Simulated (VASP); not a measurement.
# Nb (P6_3/mmc) in VASP: further runs

Runs on Nb. Level: PBEsol. Tasks: single point, relaxation of cell and atoms.

Program: VASP 6.6.1. These are calculated values, not measurements. Logs are shortened: lines on timing, memory, paths and dates and some standing lists are left out, and cuts for length are marked.

### Step 1. The cell of the first run

The structure is hexagonal, space group P6_3/mmc (No. 194). The conventional cell has a = 2.910 Å, b = 2.910 Å, c = 5.320 Å, α = 90.00°, β = 90.00°, γ = 120.00°. Nb (site symmetry -6m2) has 12 Nb at 2.91 to 3.15 Å within 3.8 Å.

### Step 2. Single point, PBEsol (volume scaled by 1.08)

Input file INCAR:

```
PREC = Accurate ; ENCUT = 520
EDIFF = 1E-6 ; ISMEAR = -1
SIGMA = 0.1 ; LREAL = False
LASPH = True ; NELM = 60
ALGO = Normal ; ISIF = 2
LWAVE = False ; LCHARG = False
GGA = PS ; NBANDS = 20
```

Input file KPOINTS:

```
regular mesh
0
Gamma
  14 14 7
```

Input file POSCAR:

```
Nb
1.0
    2.9095586504      0.0000000000      0.0000000000
   -1.4547793252      2.5197517050      0.0000000000
    0.0000000000      0.0000000000      5.3203980149
Nb
2
Direct
    0.3333333333      0.6666666667      0.2500000000
    0.6666666667      0.3333333333      0.7500000000
```

Potentials or basis: VASP PAW PBE potentials, release 64 (Nb_sv).

Command:

```console
$ cat potpaw_PBE.64/Nb_sv/POTCAR > POTCAR
$ mpirun -np 1 vasp_std > vasp.out
```

OUTCAR:

```text
PREC = Accurate
   ENCUT = 520
   EDIFF = 1E-6
   ISMEAR = -1
   LREAL = False
   LASPH = True
   NELM = 60
   ISIF = 2
   GGA = PS

 ion  position               nearest neighbor table
   1  0.333  0.667  0.250-
   2  0.667  0.333  0.750-

  LATTYP: Found a hexagonal cell.
 ALAT       =     2.9095586504
 C/A-ratio  =     1.8285928054

  Lattice vectors:

 A1 = (   2.9095586504,   0.0000000000,   0.0000000000)
 A2 = (  -1.4547793252,   2.5197517050,   0.0000000000)
 A3 = (   0.0000000000,   0.0000000000,   5.3203980149)

Analysis of symmetry for initial positions (statically):
=====================================================================
 Subroutine PRICEL returns:
 Original cell was already a primitive cell.

 Routine SETGRP: Setting up the symmetry group for a
 hexagonal supercell.

 Subroutine GETGRP returns: Found 24 space group operations
 (whereof 12 operations were pure point group operations)
 out of a pool of 24 trial point group operations.

The static configuration has the point symmetry D_3d.
 The point group associated with its full space group is D_6h.

Analysis of symmetry for dynamics (positions and initial velocities):
=====================================================================
 Subroutine PRICEL returns:
 Original cell was already a primitive cell.

 Routine SETGRP: Setting up the symmetry group for a
 hexagonal supercell.

 Subroutine GETGRP returns: Found 24 space group operations
 (whereof 12 operations were pure point group operations)
 out of a pool of 24 trial point group operations.

The dynamic configuration has the point symmetry D_3d.
 The point group associated with its full space group is D_6h.

 Subroutine INISYM returns: Found 24 space group operations
 (whereof 12 operations are pure point group operations),
 and found     1 'primitive' translations

----------------------------------------------------------------------------------------

                                     Primitive cell

  volume of cell :      39.0058

  direct lattice vectors                    reciprocal lattice vectors
     2.909558650  0.000000000  0.000000000     0.343694739  0.198432250  0.000000000
    -1.454779325  2.519751705  0.000000000     0.000000000  0.396864500  0.000000000
     0.000000000  0.000000000  5.320398015     0.000000000  0.000000000  0.187955863

  length of vectors
     2.909558650  2.909558650  5.320398015     0.396864500  0.396864500  0.187955863

  position of ions in fractional coordinates (direct lattice)
     0.333333333  0.666666667  0.250000000
     0.666666667  0.333333333  0.750000000

  ion indices of the primitive-cell ions
   primitive index   ion index
                 1           1
                 2           2

----------------------------------------------------------------------------------------

 KPOINTS: regular mesh

Automatic generation of k-mesh.
 Grid dimensions read from file:
 generate k-points for:   14   14    7

 Generating k-lattice:

  Cartesian coordinates                     Fractional coordinates (reciprocal lattice)
     0.024549624  0.014173732  0.000000000     0.071428571  0.000000000  0.000000000
     0.000000000  0.028347464  0.000000000     0.000000000  0.071428571  0.000000000
     0.000000000  0.000000000  0.026850838     0.000000000  0.000000000  0.142857143

  Length of vectors
     0.028347464  0.028347464  0.026850838

  Shift w.r.t. Gamma in fractional coordinates (k-lattice)
     0.000000000  0.000000000  0.000000000

 Subroutine IBZKPT returns following result:
 ===========================================

 Found     96 irreducible k-points:

 Following reciprocal coordinates:
            Coordinates               Weight
  0.000000  0.000000  0.000000      1.000000
  0.071429  0.000000  0.000000      6.000000
  0.142857  0.000000  0.000000      6.000000
  0.214286  0.000000  0.000000      6.000000
  0.285714 -0.000000  0.000000      6.000000
  0.357143  0.000000  0.000000      6.000000
[... 16 lines left out ...]
  0.285714  0.285714  0.000000      6.000000
  0.357143  0.285714  0.000000      6.000000
 [... further k-points ...]
   k-points           NKPTS =     96   k-points in BZ     NKDIM =     96   number of bands    NBANDS=     20
   number of dos      NEDOS =    301   number of ions     NIONS =      2
   total plane-waves  NPLWV =  23040
   dimension x,y,z NGX =    24 NGY =   24 NGZ =   40
   dimension x,y,z NGXF=    48 NGYF=   48 NGZF=   80
   ions per type =               2
   NGX,Y,Z   is equivalent  to a cutoff of  13.71, 13.71, 12.50 a.u.
   NGXF,Y,Z  is equivalent  to a cutoff of  27.43, 27.43, 25.00 a.u.
 SYSTEM =  unknown system
   PREC   = accura    normal or accurate (medium, high low for compatibility)
   ISTART =      0    job   : 0-new  1-cont  2-samecut
   ICHARG =      2    charge: 1-file 2-atom 10-const
   ISPIN  =      1    spin polarized calculation?
   LNONCOLLINEAR =      F non collinear calculations
   LSORBIT =      F    spin-orbit coupling
   LASPH  =      T    aspherical Exc in radial PAW
   ENCUT  =  520.0 eV  38.22 Ry    6.18 a.u.   5.41  5.41  9.89*2*pi/ulx,y,z
   NELM   =     60;   NELMIN=  2; NELMDL= -5     # of ELM steps
   EDIFF  = 0.1E-05   stopping-criterion for ELM
   LREAL  =      F    real-space projection
   EDIFFG = 0.1E-04   stopping-criterion for IOM
   NSW    =      0    number of steps for IOM
   IBRION =     -1    ionic relax: 0-MD 1-quasi-New 2-CG
   NFREE  =      0    steps in history (QN), initial steepest desc. (CG)
   ISIF   =      2    stress and relaxation
   ISYM   =      2    0-nonsym 1-usesym 2-fastsym
   POTIM  = 0.5000    time-step for ionic-motion
   TEBEG  =    0.0;   TEEND  =   0.0 temperature during run
   PSTRESS=    0.0 pullay stress
   NELECT =      26.0000    total number of electrons
   NUPDOWN=      -1.0000    fix difference up-down
   EMIN   =  10.00;   EMAX   =-10.00  energy-range for DOS
   EFERMI =   0.00;   METHOD = LEGACY
   ISMEAR =    -1;   SIGMA  =   0.10  broadening in eV -4-tet -1-fermi 0-gaus
   EFERMI_NEDOS =   21; number of points for ismear=-14 and -15
   IALGO  =     38    algorithm
   IMIX   =      4    mixing-type and parameters
     AMIX     =   0.40;   BMIX     =  1.00
     AMIX_MAG =   1.60;   BMIX_MAG =  1.00
  volume/ion in A,a.u.               =      19.50       131.61
  Fermi-wavevector in a.u.,A,eV,Ry     =   1.430067  2.702434 27.825148  2.045091
  Thomas-Fermi vector in A             =   2.549952
   LORBIT       =      0    0 simple, 1 ext, 2 COOP (PROOUT), +10 PAW based schemes
   GGA     = PS    functional components
   LHFCALC =     F    Hartree Fock is set to
   AEXX    =    0.0000 exact exchange contribution
   IVDW    =     0    specifies the selected vdW correction
   LEPSILON=     F    determine dielectric tensor
   LRPA    =     F    only Hartree local field effects (RPA)
 non-spin polarized calculation
  energy-cutoff  :      520.00
  volume of cell :       39.01
 maximum number of plane-waves:      1087
 NGX is ok and might be reduce to    24
   NGX = 11   NGY = 11   NGZ = 19

 number of electron      26.0000002 magnetization

 Free energy of the ion-electron system (eV)
  ---------------------------------------------------
  ext. energy  EPLUGINS =         0.00000000
  ---------------------------------------------------
  free energy    TOTEN  =       -21.21306394 eV

  energy without entropy =      -21.11533168  energy(sigma->0) =      -21.16419781

 E-fermi :  10.3088     XC(G=0): -12.2061

 val. band max:       10.3057854931   @ k =   0.2143   0.1429   0.0000
 cond. band min:      10.3119627081   @ k =   0.3571   0.2143   0.4286
 fundamental gap:      0.0061772150
 Fermi energy:        10.3087968191

 k-point     1 :       0.0000    0.0000    0.0000
  band No.  band energies     occupation
      1     -44.3881      2.00000
      2     -44.2856      2.00000
      3     -20.8255      2.00000
      4     -20.0270      2.00000
      5     -19.8175      2.00000
      6     -19.8175      2.00000
[... 12 lines left out ...]
     19      14.3582      0.00000
     20      14.3582      0.00000

 k-point     2 :       0.0714    0.0000    0.0000
  band No.  band energies     occupation
      1     -44.3787      2.00000
      2     -44.2784      2.00000
      3     -20.8082      2.00000
      4     -20.0274      2.00000
      5     -19.8766      2.00000
      6     -19.8330      2.00000
[... 12 lines left out ...]
     19      14.4078      0.00000
     20      14.7989      0.00000

 k-point     3 :       0.1429    0.0000    0.0000
  band No.  band energies     occupation
      1     -44.3519      2.00000
      2     -44.2582      2.00000
      3     -20.7583      2.00000
      4     -20.0410      2.00000
      5     -20.0298      2.00000
      6     -19.9697      2.00000
[... 12 lines left out ...]
     19      14.4975      0.00000
     20      15.7498      0.00000

 k-point     4 :       0.2143    0.0000    0.0000
  band No.  band energies     occupation
      1     -44.3124      2.00000
      2     -44.2293      2.00000
      3     -20.6820      2.00000
      4     -20.2754      2.00000
      5     -20.1995      2.00000
      6     -20.0368      2.00000
[... 12 lines left out ...]
     19      14.5545      0.00000
     20      16.8573      0.00000

 k-point     5 :       0.2857   -0.0000    0.0000
  band No.  band energies     occupation
      1     -44.2673      2.00000
      2     -44.1979      2.00000
      3     -20.5893      2.00000
      4     -20.5307      2.00000
      5     -20.4453      2.00000
      6     -20.0522      2.00000
[... 12 lines left out ...]
     19      14.5639      0.00000
     20      18.0258      0.00000
[... 353 lines left out ...]
      6     -20.2992      2.00000
[... 12 lines left out ...]
     19      16.8156      0.00000
     20      19.7028      0.00000

 k-point    22 :       0.3571    0.2143    0.0000
  band No.  band energies     occupation
      1     -44.1625      2.00000
      2     -44.1414      2.00000
      3     -20.8079      2.00000
      4     -20.7111      2.00000
      5     -20.3758      2.00000
      6     -20.3198      2.00000
[... 12 lines left out ...]
     19      17.5815      0.00000
     20      18.7187      0.00000

 k-point    23 :       0.2857    0.2857    0.0000
  band No.  band energies     occupation
      1     -44.1595      2.00000
      2     -44.1406      2.00000
      3     -20.7377      2.00000
      4     -20.6668      2.00000
      5     -20.4396      2.00000
      6     -20.3492      2.00000
[... 12 lines left out ...]
     19      17.6979      0.00000
     20      18.7552      0.00000

 k-point    24 :       0.3571    0.2857    0.0000
  band No.  band energies     occupation
      1     -44.1488      2.00000
      2     -44.1405      2.00000
      3     -20.7151      2.00000
      4     -20.6178      2.00000
      5     -20.5276      2.00000
      6     -20.4207      2.00000
[... 12 lines left out ...]
     19      18.0793      0.00000
     20      18.4622      0.00000

 [... further k-points ...]
[... 5 lines left out ...]
  --------------------------------------------------------------------------------------
  -------------------------------------------------------------------------------------
  Total       -2.9961769     -2.9961769     -2.6530426      0.0000000      0.0000000      0.0000000
  in kB     -123.0691080   -123.0691080   -108.9747361      0.0000000      0.0000000      0.0000000
  external PRESSURE =    -118.3709840 kB  Pullay stress =       0.0000000 kB

 VOLUME and BASIS-vectors are now :
 -----------------------------------------------------------------------------
  energy-cutoff  :      520.00
  volume of cell :       39.01
      direct lattice vectors                 reciprocal lattice vectors
     2.909558650  0.000000000  0.000000000     0.343694739  0.198432250  0.000000000
    -1.454779325  2.519751705  0.000000000     0.000000000  0.396864500  0.000000000
     0.000000000  0.000000000  5.320398015     0.000000000  0.000000000  0.187955863

 POSITION                                       TOTAL-FORCE (eV/Angst)
 -----------------------------------------------------------------------------------
     -0.00000      1.67983      1.33010        -0.000000     -0.000000      0.000000
      1.45478      0.83992      3.99030         0.000000      0.000000      0.000000
 -----------------------------------------------------------------------------------
    total drift:                               -0.000000      0.000000     -0.000000

  FREE ENERGIE OF THE ION-ELECTRON SYSTEM (eV)
  ---------------------------------------------------
  free  energy   TOTEN  =       -21.2130639379 eV

  energy  without entropy=      -21.1153316778  energy(sigma->0) =      -21.16419781
```

Wall time 46 s (1 thread of Intel Xeon 6975P-C, shared host); peak memory 0.2 GiB.

What came out:

```yaml
Free_energy: -21.2131 eV
Pressure: -11.8 GPa
Band_gap_on_the_k_mesh: zero (band 13 reaches 11.77 eV, above the bottom of band 14 at 9.77 eV)
```

Stress tensor (GPa, compression positive):
```
-12.31   0.00   0.00
  0.00 -12.31   0.00
  0.00   0.00 -10.90
```

Caveat: the PAW data sets were made with another functional, which shifts forces and pressure a little.

### Step 3. Single point, PBEsol (volume scaled by 1.12)

Input file INCAR:

```
SYSTEM = Nb
PREC = Accurate
ENCUT = 520
EDIFF = 1E-6
ISMEAR = -1
SIGMA = 0.1
LREAL = .FALSE.
LASPH = .TRUE.
NELM = 80
ALGO = Normal
ISIF = 2
LWAVE = .FALSE.
LCHARG = .TRUE.
GGA = PS
LELF = .TRUE.
LVHAR = .TRUE.
NBANDS = 20
```

Input file KPOINTS:

```
regular mesh
0
G
  14 14 7
  0 0 0
```

Input file POSCAR:

```
Nb
1.0
    2.9450445703      0.0000000000      0.0000000000
   -1.4725222851      2.5504834131      0.0000000000
    0.0000000000      0.0000000000      5.3852873127
Nb
2
Direct
    0.3333333333      0.6666666667      0.2500000000
    0.6666666667      0.3333333333      0.7500000000
```

Potentials or basis: VASP PAW PBE potentials, release 64 (Nb_sv).

Command:

```console
$ cat potpaw_PBE.64/Nb_sv/POTCAR > POTCAR
$ mpirun -np 1 vasp_std > vasp.out
```

OUTCAR:

```text
SYSTEM = Nb
   PREC = Accurate
   ENCUT = 520
   EDIFF = 1E-6
   ISMEAR = -1
   LREAL = .FALSE.
   LASPH = .TRUE.
   NELM = 80
   ISIF = 2
   GGA = PS

 ion  position               nearest neighbor table
   1  0.333  0.667  0.250-
   2  0.667  0.333  0.750-

  LATTYP: Found a hexagonal cell.
 ALAT       =     2.9450445703
 C/A-ratio  =     1.8285928054

  Lattice vectors:

 A1 = (   2.9450445703,   0.0000000000,   0.0000000000)
 A2 = (  -1.4725222851,   2.5504834131,   0.0000000000)
 A3 = (   0.0000000000,   0.0000000000,   5.3852873127)

Analysis of symmetry for initial positions (statically):
=====================================================================
 Subroutine PRICEL returns:
 Original cell was already a primitive cell.

 Routine SETGRP: Setting up the symmetry group for a
 hexagonal supercell.

 Subroutine GETGRP returns: Found 24 space group operations
 (whereof 12 operations were pure point group operations)
 out of a pool of 24 trial point group operations.

The static configuration has the point symmetry D_3d.
 The point group associated with its full space group is D_6h.

[... 151 lines left out ...]
 number of electron      26.0000000 magnetization

 Free energy of the ion-electron system (eV)
  ---------------------------------------------------
  ext. energy  EPLUGINS =         0.00000000
  ---------------------------------------------------
  free energy    TOTEN  =       -21.08740636 eV

  energy without entropy =      -20.98510013  energy(sigma->0) =      -21.03625325

 E-fermi :   9.8313     XC(G=0): -12.0237

 val. band max:        9.8271312136   @ k =   0.2857   0.0000   0.4286
 cond. band min:       9.8335379799   @ k =   0.3571   0.1429   0.1429
 fundamental gap:      0.0064067663
 Fermi energy:         9.8313413084

 k-point     1 :       0.0000    0.0000    0.0000
  band No.  band energies     occupation
      1     -44.9151      2.00000
      2     -44.8278      2.00000
      3     -21.3027      2.00000
      4     -20.5986      2.00000
      5     -20.4016      2.00000
      6     -20.4016      2.00000
[... 541 lines left out ...]
     19      17.3014      0.00000
     20      17.6462      0.00000

 [... further k-points ...]
[... 5 lines left out ...]
  --------------------------------------------------------------------------------------
  -------------------------------------------------------------------------------------
  Total       -4.2169403     -4.2169403     -3.7591916     -0.0000000     -0.0000000      0.0000000
  in kB     -167.0262687   -167.0262687   -148.8955750     -0.0000000     -0.0000000      0.0000000
  external PRESSURE =    -160.9827041 kB  Pullay stress =       0.0000000 kB

 VOLUME and BASIS-vectors are now :
 -----------------------------------------------------------------------------
  energy-cutoff  :      520.00
  volume of cell :       40.45
      direct lattice vectors                 reciprocal lattice vectors
     2.945044570  0.000000000  0.000000000     0.339553435  0.196041267  0.000000000
    -1.472522285  2.550483413  0.000000000     0.000000000  0.392082534  0.000000000
     0.000000000  0.000000000  5.385287313     0.000000000  0.000000000  0.185691114

 POSITION                                       TOTAL-FORCE (eV/Angst)
 -----------------------------------------------------------------------------------
     -0.00000      1.70032      1.34632         0.000000     -0.000000      0.000000
      1.47252      0.85016      4.03897        -0.000000      0.000000      0.000000
 -----------------------------------------------------------------------------------
    total drift:                               -0.000000      0.000000     -0.000000

  FREE ENERGIE OF THE ION-ELECTRON SYSTEM (eV)
  ---------------------------------------------------
  free  energy   TOTEN  =       -21.0874063649 eV

  energy  without entropy=      -20.9851001268  energy(sigma->0) =      -21.03625325
```

Run time: 45 s. Hardware: 1 thread of Intel Xeon 6975P-C, shared host; peak memory 0.2 GiB.

Results:

```
Free energy            : -21.0874 eV
Pressure               : -16.1 GPa
Band gap on the k mesh : zero (band 13 reaches 11.20 eV, above the bottom of band 14 at 9.33 eV)
```

Stress tensor (GPa, compression positive):
```
-16.70   0.00   0.00
  0.00 -16.70   0.00
  0.00   0.00 -14.89
```

Levels at points of the mesh, in eV from the Fermi level:
```csv
k point,band 10,band 11,band 12,band 13,band 14,band 15,band 16,band 17
"(0.00, 0.00, 0.00)",-3.68,-0.83,0.24,0.35,0.35,0.74,0.74,2.37
"(0.50, 0.00, 0.00)",-3.06,-2.88,-0.46,0.14,0.33,0.73,4.01,4.96
```

Caveat: the PAW data sets were made with another functional, which shifts forces and pressure a little.

[end of part 1 of 2]
